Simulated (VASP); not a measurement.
Input of a VASP 6.6.1 run:

Contents of INCAR:

```
PREC = Accurate ; ENCUT = 520
EDIFF = 1E-7 ; ISMEAR = 0
SIGMA = 0.1 ; LREAL = F
LASPH = T ; NELM = 100
ALGO = Normal ; ISIF = 2
LWAVE = F ; LCHARG = T
GGA = PE ; LELF = T
LVHAR = T ; NBANDS = 9
ISYM = 0
```

The input KPOINTS:

```
Automatic mesh
0
Gamma
  4 4 4
  0 0 0.5
```

File POSCAR:

```
LiH
1.0
    0.0000000000      2.0086193919      2.0086193919
    2.0086193919      0.0000000000      2.0086193919
    2.0086193919      2.0086193919      0.0000000000
Li H
1 1
Direct
    0.0000000000      0.0000000000      0.0000000000
    0.5000000000      0.5000000000      0.5000000000
```

Potentials or basis: VASP PAW PBE potentials, release 64 (Li_sv, H).

Run with:

```sh
$ cat potpaw_PBE.64/Li_sv/POTCAR potpaw_PBE.64/H/POTCAR > POTCAR
$ mpirun -np 1 vasp_std > vasp.out
```

Question: Predict the band gap on the k mesh.

Answer: 4.85 eV, direct.

Caveat: the k points lie up to 0.68 Å⁻¹ apart. A k mesh can miss the band edges.
